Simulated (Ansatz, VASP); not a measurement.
One calculation of PtSe2, two programs

```
Pt Se
1.0
     3.76072    0.00000    0.00000
    -1.88036    3.25688    0.00000
     0.00000    0.00000    4.64446
Pt Se
1 2
Direct
  0.00000 0.00000 0.00000
  0.33333 0.66667 0.26068
  0.66667 0.33333 0.73932
```

Change from the starting cell: strain -0.0450 x Voigt [0, 0, 1, 0, 0, 0], atoms carried along.

Alike in both runs: task single point; functional PBEsol; k mesh 12 × 12 × 10; occupations gaussian, width 0.15 eV; no spin polarisation.

|  | VASP | Ansatz |
| --- | --- | --- |
| version | VASP 6.6.1 | Ansatz 0.2.0 |
| potentials or method | VASP PAW PBE potentials, release 64 (Pt, Se), cutoff 520 eV | scalar-relativistic, plane waves, PAW |
| valence electrons in the cell | 22 | 50 |

Ansatz gave:

| Item | Value |
| --- | --- |
| gap on the k mesh at the Fermi level (eV) | none |
| pressure (GPa) | 5.1 |
| traceless stress, the component that is largest in VASP (GPa) | 0.66 |
| rms of the force components (eV/Å) | 0.264 |

**Question.** What did VASP give for the same quantities?

**Answer.** gap on the k mesh at the Fermi level (eV): none; pressure (GPa): 5.2; traceless stress, the component that is largest in VASP (GPa): 0.62; rms of the force components (eV/Å): 0.273.

VASP's potentials were made for PBE, not for PBEsol. Atom by atom the forces differ by 0.009 eV/Å (rms over components). A gap of «none» marks a metal or a gap that the smearing closes. VASP's potentials hold 22 valence electrons a cell and Ansatz's 50, so a difference there can come from the potentials and not from the codes.

Neither program's run includes spin-orbit coupling.
